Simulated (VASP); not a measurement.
Set up this calculation in VASP 6.6.1, as the native input.

* Task: relaxation of cell and atoms
* Functional: PBEsol
* Potentials or basis: VASP PAW PBE potentials, release 64 (W_sv, C)
* Cutoff: 600 eV
* k mesh: 16 × 16 × 16
* Occupations: gaussian, width 0.1 eV
* Spin: no spin polarisation
* Dipole correction: no
* Further INCAR settings: ALGO = Normal; EDIFF = 1e-07; IBRION = 2; EDIFFG = -0.01; NSW = 80; ISIF = 3

The structure of WC lies in POSCAR:

```
WC
1.0
    0.0000000000      2.1697819421      2.1697819421
    2.1697819421      0.0000000000      2.1697819421
    2.1697819421      2.1697819421      0.0000000000
W C
1 1
Direct
    0.5000000000      0.5000000000      0.5000000000
    0.0000000000      0.0000000000      0.0000000000
```

The input as run:

INCAR

```
  PREC = Accurate
  ENCUT = 600
  EDIFF = 1E-7
  ISMEAR = 0
  SIGMA = 0.1
  LREAL = False
  LASPH = True
  NELM = 120
  ALGO = Normal
  ISIF = 3
  LWAVE = False
  LCHARG = False
  GGA = PS
  IBRION = 2
  NSW = 80
  EDIFFG = -0.01
  GGA_COMPAT = False
  NELMIN = 4
```

KPOINTS

```
regular mesh
0
Gamma
  16 16 16
```

Potentials or basis: VASP PAW PBE potentials, release 64 (W_sv, C).

The run is started by

```bash
$ cat potpaw_PBE.64/W_sv/POTCAR potpaw_PBE.64/C/POTCAR > POTCAR
$ mpirun -np 1 vasp_std > vasp.out
```

Results of the run:

```
Relaxed volume                         : 10.28 Å³/atom
Relaxed cell                           : a = 3.075 Å, b = 3.075 Å, c = 3.075 Å, α = 60.00°, β = 60.00°, γ = 60.00°
Space group after relaxing (to 0.05 Å) : Fm-3m (No. 225)
Energy gained by relaxing              : 0.6 meV/atom
Ionic steps                            : 3
Pressure after relaxing                : 0.0 GPa
```

Caveat: the PAW data sets were made with another functional, which shifts forces and pressure a little.

It took 58 s on 1 thread of Intel(R) Xeon(R) 6975P-C (Granite Rapids), with other jobs on the host, peak memory 0.21 GiB.
